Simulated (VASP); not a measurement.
# Ge (Fd-3m) in VASP: further runs

Ge is run at these levels: RPBE; tasks: single point.

All numbers are computed with VASP 6.6.1; they aren't measurements. Logs are shortened: lines on timing, memory, paths and dates and some standing lists are left out, and cuts for length are marked.

### Step 1. The cell of the first run

The structure is cubic, space group Fd-3m (No. 227). The conventional cell has a = 5.826 Å, b = 5.826 Å, c = 5.826 Å, α = 90.00°, β = 90.00°, γ = 90.00°. Ge (site symmetry -43m) has 4 Ge at 2.52 Å within 3.3 Å.

### Step 2. Single point, RPBE

File INCAR:

```
SYSTEM = Ge
ALGO = Normal
EDIFF = 1E-6
ENCUT = 520
GGA = RP
ISIF = 2
ISMEAR = -1
LASPH = .TRUE.
LCHARG = .TRUE.
LELF = .TRUE.
LREAL = .FALSE.
LVHAR = .TRUE.
LWAVE = .FALSE.
NBANDS = 21
NELM = 80
PREC = Accurate
SIGMA = 0.05
```

File KPOINTS:

```
k-points
0
G
  9 9 9
  0 0 0
```

File POSCAR:

```
Ge
1.0
    0.0000000000      2.9132079994      2.9132079994
    2.9132079994      0.0000000000      2.9132079994
    2.9132079994      2.9132079994      0.0000000000
Ge
2
Direct
    0.5000000000      0.5000000000      0.5000000000
    0.7500000000      0.7500000000      0.7500000000
```

Potentials or basis: VASP PAW PBE potentials, release 64 (Ge_d).

Command:

```
cat potpaw_PBE.64/Ge_d/POTCAR > POTCAR
mpirun -np 1 vasp_std > vasp.out
```

OUTCAR:

```text
SYSTEM = Ge
   EDIFF = 1E-6
   ENCUT = 520
   GGA = RP
   ISIF = 2
   ISMEAR = -1
   LASPH = .TRUE.
   LREAL = .FALSE.
   NELM = 80
   PREC = Accurate

 ion  position               nearest neighbor table
   1  0.500  0.500  0.500-   2 2.52   2 2.52   2 2.52   2 2.52
   2  0.750  0.750  0.750-   1 2.52   1 2.52   1 2.52   1 2.52

  LATTYP: Found a face centered cubic cell.
 ALAT       =     5.8264159988

  Lattice vectors:

 A1 = (   0.0000000000,   2.9132079994,   2.9132079994)
 A2 = (   2.9132079994,   0.0000000000,   2.9132079994)
 A3 = (   2.9132079994,   2.9132079994,   0.0000000000)

Analysis of symmetry for initial positions (statically):
=====================================================================
 Subroutine PRICEL returns:
 Original cell was already a primitive cell.

 Routine SETGRP: Setting up the symmetry group for a
 face centered cubic supercell.

 Subroutine GETGRP returns: Found 48 space group operations
 (whereof 24 operations were pure point group operations)
 out of a pool of 48 trial point group operations.

The static configuration has the point symmetry T_d .
 The point group associated with its full space group is O_h .

Analysis of symmetry for dynamics (positions and initial velocities):
=====================================================================
 Subroutine PRICEL returns:
 Original cell was already a primitive cell.

 Routine SETGRP: Setting up the symmetry group for a
 face centered cubic supercell.

 Subroutine GETGRP returns: Found 48 space group operations
 (whereof 24 operations were pure point group operations)
 out of a pool of 48 trial point group operations.

The dynamic configuration has the point symmetry T_d .
 The point group associated with its full space group is O_h .

 Subroutine INISYM returns: Found 48 space group operations
 (whereof 24 operations are pure point group operations),
 and found     1 'primitive' translations

----------------------------------------------------------------------------------------

                                     Primitive cell

  volume of cell :      49.4475

  direct lattice vectors                    reciprocal lattice vectors
     0.000000000  2.913207999  2.913207999    -0.171632098  0.171632098  0.171632098
     2.913207999  0.000000000  2.913207999     0.171632098 -0.171632098  0.171632098
     2.913207999  2.913207999  0.000000000     0.171632098  0.171632098 -0.171632098

  length of vectors
     4.119898263  4.119898263  4.119898263     0.297275513  0.297275513  0.297275513

  position of ions in fractional coordinates (direct lattice)
     0.500000000  0.500000000  0.500000000
[... 72 lines left out ...]
   ISPIN  =      1    spin polarized calculation?
   LNONCOLLINEAR =      F non collinear calculations
   LSORBIT =      F    spin-orbit coupling
   LASPH  =      T    aspherical Exc in radial PAW
   ENCUT  =  520.0 eV  38.22 Ry    6.18 a.u.   7.66  7.66  7.66*2*pi/ulx,y,z
   NELM   =     80;   NELMIN=  2; NELMDL= -5     # of ELM steps
   EDIFF  = 0.1E-05   stopping-criterion for ELM
   LREAL  =      F    real-space projection
   EDIFFG = 0.1E-04   stopping-criterion for IOM
   NSW    =      0    number of steps for IOM
   IBRION =     -1    ionic relax: 0-MD 1-quasi-New 2-CG
   NFREE  =      0    steps in history (QN), initial steepest desc. (CG)
   ISIF   =      2    stress and relaxation
   ISYM   =      2    0-nonsym 1-usesym 2-fastsym
   POTIM  = 0.5000    time-step for ionic-motion
   TEBEG  =    0.0;   TEEND  =   0.0 temperature during run
   PSTRESS=    0.0 pullay stress
   NELECT =      28.0000    total number of electrons
   NUPDOWN=      -1.0000    fix difference up-down
   EMIN   =  10.00;   EMAX   =-10.00  energy-range for DOS
   EFERMI =   0.00;   METHOD = LEGACY
   ISMEAR =    -1;   SIGMA  =   0.05  broadening in eV -4-tet -1-fermi 0-gaus
   EFERMI_NEDOS =   21; number of points for ismear=-14 and -15
   IALGO  =     38    algorithm
   IMIX   =      4    mixing-type and parameters
     AMIX     =   0.40;   BMIX     =  1.00
     AMIX_MAG =   1.60;   BMIX_MAG =  1.00
  volume/ion in A,a.u.               =      24.72       166.84
  Fermi-wavevector in a.u.,A,eV,Ry     =   1.354397  2.559439 24.958412  1.834392
  Thomas-Fermi vector in A             =   2.481572
   LORBIT       =      0    0 simple, 1 ext, 2 COOP (PROOUT), +10 PAW based schemes
   GGA     = RP    functional components
   LHFCALC =     F    Hartree Fock is set to
   AEXX    =    0.0000 exact exchange contribution
   IVDW    =     0    specifies the selected vdW correction
   LEPSILON=     F    determine dielectric tensor
   LRPA    =     F    only Hartree local field effects (RPA)
 non-spin polarized calculation
  energy-cutoff  :      520.00
  volume of cell :       49.45
 maximum number of plane-waves:      1363
   NGX = 15   NGY = 15   NGZ = 15

 number of electron      27.9999973 magnetization

 Free energy of the ion-electron system (eV)
  ---------------------------------------------------
  ext. energy  EPLUGINS =         0.00000000
  ---------------------------------------------------
  free energy    TOTEN  =        -8.36248941 eV

  energy without entropy =       -8.36144001  energy(sigma->0) =       -8.36196471

 E-fermi :   4.2461     XC(G=0):  -9.3268

 val. band max:        4.0395194846   @ k =   0.1111   0.0000   0.0000
 cond. band min:       4.2831858965   @ k =   0.0000   0.0000   0.0000
 fundamental gap:      0.2436664119
 Fermi energy:         4.2461052731

 k-point     1 :       0.0000    0.0000    0.0000
  band No.  band energies     occupation
      1     -20.4526      2.00000
      2     -20.4526      2.00000
      3     -20.4526      2.00000
      4     -20.4234      2.00000
      5     -20.4234      2.00000
      6     -20.2565      2.00000
[... 565 lines left out ...]
     20      15.9512      0.00000
     21      16.7097      0.00000

 [... further k-points ...]
[... 5 lines left out ...]
  --------------------------------------------------------------------------------------
  -------------------------------------------------------------------------------------
  Total       -0.1218175     -0.1218175     -0.1218175      0.0000000      0.0000000      0.0000000
  in kB       -3.9470775     -3.9470775     -3.9470775      0.0000000      0.0000000      0.0000000
  external PRESSURE =      -3.9470775 kB  Pullay stress =       0.0000000 kB

 VOLUME and BASIS-vectors are now :
 -----------------------------------------------------------------------------
  energy-cutoff  :      520.00
  volume of cell :       49.45
      direct lattice vectors                 reciprocal lattice vectors
     0.000000000  2.913207999  2.913207999    -0.171632098  0.171632098  0.171632098
     2.913207999  0.000000000  2.913207999     0.171632098 -0.171632098  0.171632098
     2.913207999  2.913207999  0.000000000     0.171632098  0.171632098 -0.171632098

 POSITION                                       TOTAL-FORCE (eV/Angst)
 -----------------------------------------------------------------------------------
      2.91321      2.91321      2.91321        -0.000000     -0.000000     -0.000000
      4.36981      4.36981      4.36981         0.000000      0.000000      0.000000
 -----------------------------------------------------------------------------------
    total drift:                               -0.000000     -0.000000      0.000000

  FREE ENERGIE OF THE ION-ELECTRON SYSTEM (eV)
  ---------------------------------------------------
  free  energy   TOTEN  =        -8.3624894121 eV

  energy  without entropy=       -8.3614400116  energy(sigma->0) =       -8.36196471
```

OSZICAR:

```text
N       E                     dE             d eps       ncg     rms          rms(c)
DAV:   1     0.197063361528E+03    0.19706E+03   -0.14658E+04  1630   0.351E+03
DAV:   2     0.208931814840E+02   -0.17617E+03   -0.17076E+03  1475   0.623E+02
DAV:   3    -0.737876372652E+01   -0.28272E+02   -0.28113E+02  1690   0.145E+02
DAV:   4    -0.837516956124E+01   -0.99641E+00   -0.99576E+00  1670   0.323E+01
DAV:   5    -0.839186937669E+01   -0.16700E-01   -0.16699E-01  1665   0.466E+00    0.302E+00
DAV:   6    -0.836704457234E+01    0.24825E-01   -0.18244E-02  1921   0.156E+00    0.180E+00
DAV:   7    -0.835912185466E+01    0.79227E-02   -0.37713E-02  1639   0.202E+00    0.164E-01
DAV:   8    -0.836183226234E+01   -0.27104E-02   -0.61614E-03  1668   0.944E-01    0.499E-02
DAV:   9    -0.836236389824E+01   -0.53164E-03   -0.63800E-04  1620   0.212E-01    0.177E-02
DAV:  10    -0.836247988478E+01   -0.11599E-03   -0.21760E-04  1620   0.112E-01    0.853E-03
DAV:  11    -0.836248968856E+01   -0.98038E-05   -0.34723E-05  1580   0.667E-02    0.237E-03
DAV:  12    -0.836248941205E+01    0.27650E-06   -0.14622E-06  1351   0.181E-02
   1 F= -.83624894E+01 E0= -.83619647E+01  d E =-.104940E-02
```

It took 26 s on 1 thread of Intel Xeon Platinum 8375C at 2.90GHz (Ice Lake), shared host; peak memory 0.18 GiB.

Results:

```
Free energy            : -8.3625 eV
Pressure               : -0.4 GPa
Band gap on the k mesh : zero (filled and empty bands touch)
```

Levels at points of the mesh, in eV from the Fermi level:
```tsv
k point	band 11	band 12	band 13	band 14	band 15	band 16	band 17	band 18
(0.00, 0.00, 0.00)	-12.06	-0.60	0.04	0.04	0.04	2.56	2.56	2.56
```

Caveat: the PAW data sets were made with another functional, which shifts forces and pressure a little.

### Step 3. Single point, RPBE

File INCAR:

```
PREC = Accurate
ENCUT = 520
EDIFF = 1E-7
ISMEAR = -1
SIGMA = 0.05
LREAL = False
LASPH = True
NELM = 80
ALGO = Normal
ISIF = 2
LWAVE = False
LCHARG = True
GGA = RP
LELF = True
LVHAR = True
NBANDS = 21
```

File KPOINTS:

```
regular mesh
0
Gamma
  9 9 9
```

POSCAR is that of step 2.

Potentials or basis: VASP PAW PBE potentials, release 64 (Ge_d).

Command:

```
cat potpaw_PBE.64/Ge_d/POTCAR > POTCAR
mpirun -np 1 vasp_std > vasp.out
```

OUTCAR:

```text
PREC = Accurate
   ENCUT = 520
   EDIFF = 1E-7
   ISMEAR = -1
   LREAL = False
   LASPH = True
   NELM = 80
   ISIF = 2
   GGA = RP

 ion  position               nearest neighbor table
   1  0.500  0.500  0.500-   2 2.52   2 2.52   2 2.52   2 2.52
   2  0.750  0.750  0.750-   1 2.52   1 2.52   1 2.52   1 2.52

  LATTYP: Found a face centered cubic cell.
 ALAT       =     5.8264159988

  Lattice vectors:

 A1 = (   0.0000000000,   2.9132079994,   2.9132079994)
 A2 = (   2.9132079994,   0.0000000000,   2.9132079994)
 A3 = (   2.9132079994,   2.9132079994,   0.0000000000)
[... 188 lines left out ...]
      4     -20.4235      2.00000
      5     -20.4235      2.00000
      6     -20.2566      2.00000
[... 565 lines left out ...]
     20      15.9514      0.00000
     21      16.7097      0.00000

 [... further k-points ...]
[... 5 lines left out ...]
  --------------------------------------------------------------------------------------
  -------------------------------------------------------------------------------------
  Total       -0.1111723     -0.1111723     -0.1111723      0.0000000      0.0000000     -0.0000000
  in kB       -3.6021563     -3.6021563     -3.6021563      0.0000000      0.0000000     -0.0000000
  external PRESSURE =      -3.6021563 kB  Pullay stress =       0.0000000 kB

 VOLUME and BASIS-vectors are now :
 -----------------------------------------------------------------------------
  energy-cutoff  :      520.00
  volume of cell :       49.45
      direct lattice vectors                 reciprocal lattice vectors
     0.000000000  2.913207999  2.913207999    -0.171632098  0.171632098  0.171632098
     2.913207999  0.000000000  2.913207999     0.171632098 -0.171632098  0.171632098
     2.913207999  2.913207999  0.000000000     0.171632098  0.171632098 -0.171632098

 POSITION                                       TOTAL-FORCE (eV/Angst)
 -----------------------------------------------------------------------------------
      2.91321      2.91321      2.91321         0.000000      0.000000      0.000000
      4.36981      4.36981      4.36981        -0.000000     -0.000000     -0.000000
 -----------------------------------------------------------------------------------
    total drift:                               -0.000000     -0.000000      0.000000

  FREE ENERGIE OF THE ION-ELECTRON SYSTEM (eV)
  ---------------------------------------------------
  free  energy   TOTEN  =        -8.3624894554 eV

  energy  without entropy=       -8.3614402014  energy(sigma->0) =       -8.36196483
```

stdout:

```text
POSCAR found type information on POSCAR Ge
 POSCAR found :  1 types and       2 ions
 scaLAPACK will be used
 -----------------------------------------------------------------------------
|                                                                             |
|                                                                             |
|     You enforced a specific xc type in the INCAR file but a different       |
|     I HOPE YOU KNOW WHAT YOU ARE DOING!                                     |
|                                                                             |
 -----------------------------------------------------------------------------

 LDA part: xc-table for (Slater+PW92), standard interpolation
 POSCAR, INCAR and KPOINTS ok, starting setup
 FFT: planning ... GRIDC
 FFT: planning ... GRID_SOFT
 FFT: planning ... GRID
 WAVECAR not read
 entering main loop
```

It took 28 s on 1 thread of Intel Xeon Platinum 8375C at 2.90GHz (Ice Lake), shared host; peak memory 0.18 GiB.

Results:

- Free energy: -8.3625 eV
- Pressure: -0.4 GPa
- Band gap on the k mesh: zero (filled and empty bands touch)

Levels at points of the mesh, in eV from the Fermi level:
```tsv
k point	band 11	band 12	band 13	band 14	band 15	band 16	band 17	band 18
(0.00, 0.00, 0.00)	-12.06	-0.60	0.04	0.04	0.04	2.56	2.56	2.56
```

Caveat: the PAW data sets were made with another functional, which shifts forces and pressure a little.
